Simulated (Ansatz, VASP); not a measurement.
Ag2BrCl in VASP and in Ansatz

File POSCAR:

```
Ag2BrCl
1.0
    2.0076808236      1.1591350639      6.5173534928
   -2.0076808236      1.1591350639      6.5173534928
    0.0000000000     -2.3182701279      6.5173534928
Cl Br Ag
1 1 2
Direct
    1.0000000000      0.0000000000      0.0000000000
    0.5000000000      0.5000000000      0.5000000000
    0.2536132635      0.2536132635      0.2536132635
    0.7463867365      0.7463867365      0.7463867365
```

File INCAR.step1:

```
SYSTEM = Ag2BrCl
PREC = Accurate
ENCUT = 520
ISMEAR = 0
SIGMA = 0.01
LREAL = .False.
LASPH = .True.
NELM = 60
NBANDS = 26
GGA = PE
ALGO = Normal
EDIFF = 1E-4
LWAVE = .True.
LCHARG = .False.
```

File INCAR.step2:

```
SYSTEM = Ag2BrCl
PREC = Accurate
ENCUT = 520
EDIFF = 1E-6
ISMEAR = 0
SIGMA = 0.01
LREAL = .False.
LASPH = .True.
NELM = 60
ALGO = Normal
ISIF = 2
LWAVE = .False.
LCHARG = .True.
METAGGA = R2SCAN
LMIXTAU = .True.
LELF = .True.
LVHAR = .True.
NBANDS = 26
ISTART = 1
```

The input KPOINTS:

```
Automatic mesh
0
Gamma
  8 8 8
  0 0 0
```

Input for Ansatz:

```yaml
crystal:
  lattice:
    - [2.0076808236, 1.1591350639, 6.5173534928]
    - [-2.0076808236, 1.1591350639, 6.5173534928]
    - [0.0, -2.3182701279, 6.5173534928]
  atoms:
    - { symbol: Cl, position: [1.0, 0.0, 0.0] }
    - { symbol: Br, position: [0.5, 0.5, 0.5] }
    - { symbol: Ag, position: [0.2536132635, 0.2536132635, 0.2536132635] }
    - { symbol: Ag, position: [0.7463867365, 0.7463867365, 0.7463867365] }
kpoints:
  mp_grid: { grid: [8, 8, 8] }
  band_path:
    path:
      - [0.0, 0.0, 0.0]
      - [0.5, 0.5, 0.5]
      - [0.8122453877, 0.1877546123, 0.5]
      - [0.5, -0.1877546123, 0.1877546123]
      - [0.5, 0.0, 0.0]
      - [0.3438773062, -0.3438773062, 0.0]
      - [0.6561226938, 0.0, 0.3438773062]
      - [0.5, 0.0, 0.5]
    npoints: 1
hamiltonian:
  xc: r2scan
scf:
  occupations: { method: fixed }
  n_extra_bands: 5
output:
  forces: true
  stress: true
  eigenvalues: true
```

Alike in both runs: task single point; functional r2SCAN; k mesh 8 × 8 × 8; no spin polarisation.

|  | VASP | Ansatz |
| --- | --- | --- |
| version | VASP 6.6.1 | Ansatz 0.2.0 |
| potentials or method | VASP PAW PBE potentials, release 64 (Cl, Br, Ag) | plane waves, PAW |
| plane-wave cutoff (eV) | 520 | 500 |
| occupations | gaussian, width 0.01 eV | fixed |
| valence electrons in the cell | 36 | 52 |

|  | VASP | Ansatz | Ansatz less VASP |
| --- | --- | --- | --- |
| gap on the k mesh at the Fermi level (eV) | 1.28 | 1.32 | +0.049 |
| pressure (GPa) | -0.1 | 0.0 | +0.06 |

VASP's potentials were made for PBE, not for r2SCAN. VASP's potentials hold 36 valence electrons a cell and Ansatz's 52, so a difference there can come from the potentials and not from the codes.
